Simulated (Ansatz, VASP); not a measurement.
One calculation of AlRu, two programs

```
Al Ru
1.0
    -2.98262    2.98262    2.98262
     2.98262   -2.98262    2.98262
     2.98262    2.98262   -2.98262
Al Ru
4 4
Direct
  0.50000 0.00000 0.50000
  0.00000 0.50000 0.50000
  0.00000 0.00000 0.00000
  0.50000 0.50000 0.00000
  0.50000 0.50000 0.50000
  0.00000 0.00000 0.50000
  0.00000 0.50000 0.00000
  0.50000 0.00000 0.00000
```

Alike in both runs: task single point; functional r2SCAN; k mesh 14 × 14 × 14; occupations gaussian, width 0.15 eV; no spin polarisation.

|  | VASP | Ansatz |
| --- | --- | --- |
| version | VASP 6.6.1 | Ansatz 0.2.0 |
| potentials or method | VASP PAW PBE potentials, release 64 (Al, Ru_pv), cutoff 520 eV | scalar-relativistic, plane waves, PAW |
| valence electrons in the cell | 68 | 76 |

VASP gave:

| Item | Value |
| --- | --- |
| gap on the k mesh at the Fermi level (eV) | none |
| pressure (GPa) | 0.1 |

Q: What did Ansatz give for the same quantities?

A: gap on the k mesh at the Fermi level (eV): none; pressure (GPa): 0.0.

VASP's potentials were made for PBE, not for r2SCAN. A gap of «none» marks a metal or a gap that the smearing closes. VASP's potentials hold 68 valence electrons a cell and Ansatz's 76, so a difference there can come from the potentials and not from the codes.
